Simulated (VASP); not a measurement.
Write the native input for VASP 6.6.1 that does the following.

- Task: single point
- Functional: PBE
- Potentials or basis: VASP PAW PBE potentials, release 64 (Zr_sv)
- Cutoff: 500 eV
- k mesh: 20 × 20 × 20
- Occupations: gaussian, width 0.15 eV
- Spin: no spin polarisation
- Dipole correction: no
- Further INCAR settings: ALGO = Normal; EDIFF = 1e-06; NBANDS = 12

The structure of Zr lies in POSCAR:

```
Zr
1.0
   -1.8617104016      1.8617104016      1.6033049979
    1.8617104016     -1.8617104016      1.6033049979
    1.8617104016      1.8617104016     -1.6033049979
Zr
1
Direct
    0.0000000000      0.0000000000      0.0000000000
```

This cell differs from its parent crystal: volume 22.228 Å^3 an atom, c/a of the conventional cell 0.8612.

One way to write it, as run:

INCAR

```
PREC = Accurate
ENCUT = 500
EDIFF = 1E-6
ISMEAR = 0
SIGMA = 0.15
LREAL = F
LASPH = T
NELM = 120
ALGO = Normal
ISIF = 2
LWAVE = F
LCHARG = T
GGA = PE
LELF = T
LVHAR = T
NBANDS = 12
GGA_COMPAT = F
```

KPOINTS

```
Automatic mesh
0
Gamma
  20 20 20
```

Potentials or basis: VASP PAW PBE potentials, release 64 (Zr_sv).

Launch:

```sh
$ cat potpaw_PBE.64/Zr_sv/POTCAR > POTCAR
$ mpirun -np 1 vasp_std > vasp.out
```

Results of the run:

```yaml
Pressure: 2.9 GPa
Band_gap_on_the_k_mesh: zero (band 6 reaches 10.13 eV, above the bottom of band 7 at 8.72 eV)
```

It took 61 s on 1 thread of Intel(R) Xeon(R) Platinum 8488C (Sapphire Rapids), on a shared host, peak memory 0.26 GiB.
